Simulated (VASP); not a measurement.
Input of a VASP 6.6.1 run:

File INCAR:

```
SYSTEM = InP
PREC = Accurate ; ENCUT = 520
EDIFF = 1E-6 ; ISMEAR = 0
SIGMA = 0.05 ; LREAL = .FALSE.
LASPH = .TRUE. ; NELM = 60
ALGO = Normal ; ISIF = 2
LWAVE = .FALSE. ; LCHARG = .TRUE.
GGA = PE ; LELF = .TRUE.
LVHAR = .TRUE. ; NBANDS = 16
```

Contents of KPOINTS:

```
Automatic mesh
0
G
  10 10 10
  0 0 0
```

POSCAR

```
InP
1.0
    0.0000000000      2.7882927081      2.7882927081
    2.7882927081      0.0000000000      2.7882927081
    2.7882927081      2.7882927081      0.0000000000
In P
1 1
Direct
    0.0000000000      0.0000000000      0.0000000000
    0.5000000000      0.5000000000      0.5000000000
```

Potentials or basis: VASP PAW PBE potentials, release 64 (In_d, P).

Run with:

```sh
$ cat potpaw_PBE.64/In_d/POTCAR potpaw_PBE.64/P/POTCAR > POTCAR
$ mpirun -np 1 vasp_std > vasp.out
```

Q: What does it give for the band gap on the k mesh?

A: Zero (band 9 reaches 7.04 eV, above the bottom of band 10 at 4.51 eV).

Q: What does it give for the pressure?

A: -1.4 GPa.

Caveat: spin-orbit coupling is left out, which moves the levels of the heavy elements.
